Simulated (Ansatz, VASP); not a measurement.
# C: VASP beside Ansatz

INCAR

```
SYSTEM = C
ALGO = Normal
EDIFF = 1E-6
ENCUT = 520
GGA = PS
ISIF = 2
ISMEAR = 0
LASPH = .True.
LCHARG = .False.
LREAL = .False.
LWAVE = .False.
NBANDS = 31
NELM = 80
PREC = Accurate
SIGMA = 0.05
```

Contents of KPOINTS:

```
k-points
0
Gamma
  11 7 3
  0 0 0
```

POSCAR

```
C
1.0
   -2.1294220588     -1.2294315772      0.0088643343
    1.3950280734      0.0000000000     -3.6324024213
    6.1557614975     -8.6060210402      0.5788074005
C
10
Direct
    0.8333137556      0.1110711176      0.0666694635
    0.4333137556      0.1444044509      0.2666694635
    0.0333137556      0.1777377842      0.4666694635
    0.6333137556      0.2110711176      0.6666694635
    0.2333137556      0.2444044509      0.8666694635
    0.7666862444     -0.7444044509      0.9333305365
    0.3666862444      0.1222622158      0.1333305365
    0.9666862444      0.1555955491      0.3333305365
    0.5666862444      0.1889288825      0.5333305365
    0.1666862444      0.2222622158      0.7333305365
```

Input for Ansatz:

```yaml
crystal:
  lattice:
    - [-2.1294220588, -1.2294315772, 0.0088643343]
    - [1.3950280734, 0.0, -3.6324024213]
    - [6.1557614975, -8.6060210402, 0.5788074005]
  atoms:
    - { symbol: C, position: [0.8333137556, 0.1110711176, 0.0666694635] }
    - { symbol: C, position: [0.4333137556, 0.1444044509, 0.2666694635] }
    - { symbol: C, position: [0.0333137556, 0.1777377842, 0.4666694635] }
    - { symbol: C, position: [0.6333137556, 0.2110711176, 0.6666694635] }
    - { symbol: C, position: [0.2333137556, 0.2444044509, 0.8666694635] }
    - { symbol: C, position: [0.7666862444, -0.7444044509, 0.9333305365] }
    - { symbol: C, position: [0.3666862444, 0.1222622158, 0.1333305365] }
    - { symbol: C, position: [0.9666862444, 0.1555955491, 0.3333305365] }
    - { symbol: C, position: [0.5666862444, 0.1889288825, 0.5333305365] }
    - { symbol: C, position: [0.1666862444, 0.2222622158, 0.7333305365] }
basis:
  ecutwfc: 420
kpoints:
  mp_grid: { grid: [11, 7, 3] }
hamiltonian:
  xc: pbesol
scf:
  occupations: { method: gaussian, width: 0.05 }
output:
  forces: true
  stress: true
  eigenvalues: true
```

Alike in both runs: task single point; functional PBEsol; k mesh 11 × 7 × 3; occupations gaussian, width 0.05 eV; no spin polarisation.

```csv
,VASP,Ansatz
version,VASP 6.6.1,Ansatz 0.2.0
potentials or method,"VASP PAW PBE potentials, release 64 (C), cutoff 520 eV","scalar-relativistic, plane waves, PAW"
valence electrons in the cell,40,40
```

Ansatz gave:

```
gap on the k mesh at the Fermi level (eV)                     : 0.40
least direct gap on the mesh (eV)                             : 0.40
pressure (GPa)                                                : 0.6
traceless stress, the component that is largest in VASP (GPa) : 6.35
rms of the force components (eV/Å)                            : 1.016
```

Task: Which values does VASP return?

Result: gap on the k mesh at the Fermi level (eV): 0.40; least direct gap on the mesh (eV): 0.40; pressure (GPa): 1.3; traceless stress, the component that is largest in VASP (GPa): 6.70; rms of the force components (eV/Å): 1.011.

VASP's potentials were made for PBE, not for PBEsol. Atom by atom the forces differ by 0.006 eV/Å (rms over components).
